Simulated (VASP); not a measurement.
# W (I4/mmm) in VASP: single point with PBEsol

Aim: the single point of W with PBEsol.

Program: VASP 6.6.1. These are calculated values, not measurements. Logs are shortened: lines on timing, memory, paths and dates and some standing lists are left out, and cuts for length are marked.

### 1 The cell of the first run

It takes space group I4/mmm (No. 139, tetragonal). The conventional cell has a = 2.827 Å, b = 2.827 Å, c = 4.198 Å, α = 90.00°, β = 90.00°, γ = 90.00°. W (site symmetry 4/mmm) has 12 W at 2.83 to 2.90 Å within 3.7 Å.

### 2 Single point, PBEsol (engineering shear strain xz +0.0000, normal strain along z +0.0500)

Contents of INCAR:

```
SYSTEM = W
ALGO = Normal
EDIFF = 1E-6
ENCUT = 500
GGA = PS
GGA_COMPAT = .False.
ISIF = 2
ISMEAR = 0
LASPH = .True.
LCHARG = .False.
LREAL = .False.
LWAVE = .False.
NBANDS = 13
NELM = 120
PREC = Accurate
SIGMA = 0.15
```

Contents of KPOINTS:

```
k-points
0
Gamma
  20 20 20
  0 0 0
```

Contents of POSCAR:

```
W
1.0
    0.0000000000      1.9991269217      2.0990832678
    1.9991269217      0.0000000000      2.0990832678
    1.9991269217      1.9991269217      0.0000000000
W
1
Direct
    0.0000000000      0.0000000000      0.0000000000
```

Potentials or basis: VASP PAW PBE potentials, release 64 (W_sv).

On the command line:

```bash
$ cat potpaw_PBE.64/W_sv/POTCAR > POTCAR
$ mpirun -np 1 vasp_std > vasp.out
```

OUTCAR:

```text
SYSTEM = W
   EDIFF = 1E-6
   ENCUT = 500
   GGA = PS
   ISIF = 2
   ISMEAR = 0
   LASPH = .True.
   LREAL = .False.
   NELM = 120
   PREC = Accurate

 ion  position               nearest neighbor table
   1  0.000  0.000  0.000-

  LATTYP: Found a body centered tetragonal cell.
 ALAT       =     2.8271924056
 C/A-ratio  =     1.4849242405

  Lattice vectors:

 A1 = (  -1.9991269217,   0.0000000000,   2.0990832678)
 A2 = (   1.9991269217,   0.0000000000,   2.0990832678)
 A3 = (   0.0000000000,   1.9991269217,  -2.0990832678)

Analysis of symmetry for initial positions (statically):
=====================================================================
 Subroutine PRICEL returns:
 Original cell was already a primitive cell.

 Routine SETGRP: Setting up the symmetry group for a
 body centered tetragonal supercell.

 Subroutine GETGRP returns: Found 16 space group operations
 (whereof 16 operations were pure point group operations)
 out of a pool of 16 trial point group operations.

The static configuration has the point symmetry D_4h.

Analysis of symmetry for dynamics (positions and initial velocities):
=====================================================================
 Subroutine PRICEL returns:
 Original cell was already a primitive cell.

 Routine SETGRP: Setting up the symmetry group for a
 body centered tetragonal supercell.

 Subroutine GETGRP returns: Found 16 space group operations
 (whereof 16 operations were pure point group operations)
 out of a pool of 16 trial point group operations.

The dynamic configuration has the point symmetry D_4h.

 Subroutine INISYM returns: Found 16 space group operations
 (whereof 16 operations are pure point group operations),
 and found     1 'primitive' translations

----------------------------------------------------------------------------------------

                                     Primitive cell

  volume of cell :      16.7780

  direct lattice vectors                    reciprocal lattice vectors
     0.000000000  1.999126922  2.099083268    -0.250109182  0.250109182  0.238199221
     1.999126922  0.000000000  2.099083268     0.250109182 -0.250109182  0.238199221
     1.999126922  1.999126922  0.000000000     0.250109182  0.250109182 -0.238199221

  length of vectors
     2.898734036  2.898734036  2.827192406     0.426436485  0.426436485  0.426436485

  position of ions in fractional coordinates (direct lattice)
     0.000000000  0.000000000  0.000000000

  ion indices of the primitive-cell ions
   primitive index   ion index
                 1           1

[... 81 lines left out ...]
   PSTRESS=    0.0 pullay stress
   NELECT =      14.0000    total number of electrons
   NUPDOWN=      -1.0000    fix difference up-down
   EMIN   =  10.00;   EMAX   =-10.00  energy-range for DOS
   EFERMI =   0.00;   METHOD = LEGACY
   ISMEAR =     0;   SIGMA  =   0.15  broadening in eV -4-tet -1-fermi 0-gaus
   EFERMI_NEDOS =   21; number of points for ismear=-14 and -15
   IALGO  =     38    algorithm
   IMIX   =      4    mixing-type and parameters
     AMIX     =   0.40;   BMIX     =  1.00
     AMIX_MAG =   1.60;   BMIX_MAG =  1.00
  volume/ion in A,a.u.               =      16.78       113.22
  Fermi-wavevector in a.u.,A,eV,Ry     =   1.541242  2.912524 32.319626  2.375426
  Thomas-Fermi vector in A             =   2.647215
   LORBIT       =      0    0 simple, 1 ext, 2 COOP (PROOUT), +10 PAW based schemes
   GGA     = PS    functional components
   LHFCALC =     F    Hartree Fock is set to
   AEXX    =    0.0000 exact exchange contribution
   IVDW    =     0    specifies the selected vdW correction
   LEPSILON=     F    determine dielectric tensor
   LRPA    =     F    only Hartree local field effects (RPA)
 non-spin polarized calculation
 Gauss-broadening in eV      SIGMA  =   0.15
  energy-cutoff  :      500.00
  volume of cell :       16.78
 maximum number of plane-waves:       439
 NGX is ok and might be reduce to    24
   NGX = 11   NGY = 11   NGZ = 11

 number of electron      14.0000002 magnetization

 Free energy of the ion-electron system (eV)
  ---------------------------------------------------
  ext. energy  EPLUGINS =         0.00000000
  ---------------------------------------------------
  free energy    TOTEN  =       -13.30519114 eV

  energy without entropy =      -13.29141377  energy(sigma->0) =      -13.29830245

 E-fermi :  10.0827     XC(G=0): -13.4337

 val. band max:       10.0764717375   @ k =  -0.4500   0.1000   0.2000
 cond. band min:      10.0843180977   @ k =   0.4500   0.1000   0.0000
 fundamental gap:      0.0078463602
 Fermi energy:        10.0826968683

 k-point     1 :       0.0000    0.0000    0.0000
  band No.  band energies     occupation
      1     -63.6651      2.00000
      2     -27.3471      2.00000
      3     -27.3006      2.00000
      4     -27.3006      2.00000
      5       1.1302      2.00000
      6       9.0684      2.00000
      7       9.7126      1.99952
      8       9.7126      1.99952
      9      11.9929      0.00000
     10      12.9585      0.00000
     11      22.8546      0.00000
     12      26.9116      0.00000
     13      28.4144      0.00000
[... 354 lines left out ...]
  band No.  band energies     occupation
      1     -63.5825      2.00000
      2     -28.2224      2.00000
      3     -27.5096      2.00000
      4     -27.3837      2.00000
      5       4.4503      2.00000
      6       9.0686      2.00000
      7       9.2109      2.00000
      8       9.9117      1.89310
      9      13.5242      0.00000
     10      14.5014      0.00000
     11      21.2864      0.00000
     12      24.4375      0.00000
     13      29.5802      0.00000

 [... further k-points ...]

------------------------ aborting loop because EDIFF is reached ----------------------------------------

  FORCE on cell =-STRESS in cart. coord.  units (eV):
  Direction    XX          YY          ZZ          XY          YZ          ZX
  --------------------------------------------------------------------------------------
  -------------------------------------------------------------------------------------
  Total       -1.7166632     -1.7166632     -0.6321054      0.0000000     -0.0000000      0.0000000
  in kB     -163.9288112   -163.9288112    -60.3614532      0.0000000     -0.0000000      0.0000000
  external PRESSURE =    -129.4063585 kB  Pullay stress =       0.0000000 kB

 VOLUME and BASIS-vectors are now :
 -----------------------------------------------------------------------------
  energy-cutoff  :      500.00
  volume of cell :       16.78
      direct lattice vectors                 reciprocal lattice vectors
     0.000000000  1.999126922  2.099083268    -0.250109182  0.250109182  0.238199221
     1.999126922  0.000000000  2.099083268     0.250109182 -0.250109182  0.238199221
     1.999126922  1.999126922  0.000000000     0.250109182  0.250109182 -0.238199221

 POSITION                                       TOTAL-FORCE (eV/Angst)
 -----------------------------------------------------------------------------------
      0.00000      0.00000      0.00000        -0.000000      0.000000      0.000000
 -----------------------------------------------------------------------------------
    total drift:                                0.000000      0.000000      0.000000

  FREE ENERGIE OF THE ION-ELECTRON SYSTEM (eV)
  ---------------------------------------------------
  free  energy   TOTEN  =       -13.3051911429 eV

  energy  without entropy=      -13.2914137671  energy(sigma->0) =      -13.29830245
```

OSZICAR:

```text
N       E                     dE             d eps       ncg     rms          rms(c)
DAV:   1     0.827241535963E+02    0.82724E+02   -0.73020E+03 16743   0.118E+03
DAV:   2    -0.123723087481E+02   -0.95096E+02   -0.91652E+02 18616   0.311E+02
DAV:   3    -0.140197726534E+02   -0.16475E+01   -0.16400E+01 18421   0.396E+01
DAV:   4    -0.140269361599E+02   -0.71635E-02   -0.71632E-02 18786   0.288E+00
DAV:   5    -0.140270007236E+02   -0.64564E-04   -0.64565E-04 18586   0.258E-01    0.189E+01
DAV:   6    -0.134487080624E+02    0.57829E+00   -0.49683E-01 17851   0.909E+00    0.708E+00
DAV:   7    -0.133104340841E+02    0.13827E+00   -0.22368E-01 18846   0.566E+00    0.599E-01
DAV:   8    -0.133052934799E+02    0.51406E-02   -0.43050E-03 16861   0.867E-01    0.769E-02
DAV:   9    -0.133051874480E+02    0.10603E-03   -0.12197E-04 20227   0.119E-01    0.352E-02
DAV:  10    -0.133051909327E+02   -0.34847E-05   -0.55936E-06 17666   0.294E-02    0.430E-03
DAV:  11    -0.133051911429E+02   -0.21023E-06   -0.17237E-07  9968   0.452E-03
   1 F= -.13305191E+02 E0= -.13298302E+02  d E =-.137774E-01
```

stdout:

```text
POSCAR found type information on POSCAR W
 POSCAR found :  1 types and       1 ions
 scaLAPACK will be used
 -----------------------------------------------------------------------------
|                                                                             |
|                                                                             |
|     You enforced a specific xc type in the INCAR file but a different       |
|     I HOPE YOU KNOW WHAT YOU ARE DOING!                                     |
|                                                                             |
 -----------------------------------------------------------------------------

 LDA part: xc-table for (Slater+PW92), standard interpolation
 POSCAR, INCAR and KPOINTS ok, starting setup
 FFT: planning ... GRIDC
 FFT: planning ... GRID_SOFT
 FFT: planning ... GRID
 WAVECAR not read
 entering main loop
```

Run time: 33 s. Hardware: 1 thread of Intel Xeon 6975P-C (Granite Rapids), shared host; peak memory 0.24 GiB.

Results:

* Free energy: -13.3052 eV
* Pressure: -12.9 GPa
* Band gap on the k mesh: zero (bands 7 and 8 overlap by 3.68 eV)

Caveat: the cell differs from its parent crystal (engineering shear strain xz +0.0000, normal strain along z +0.0500); the stress differs along the axes, from -16 to -6 GPa; the PAW data sets were made with another functional, which shifts forces and pressure a little; spin-orbit coupling is left out, which moves the levels of the heavy elements.
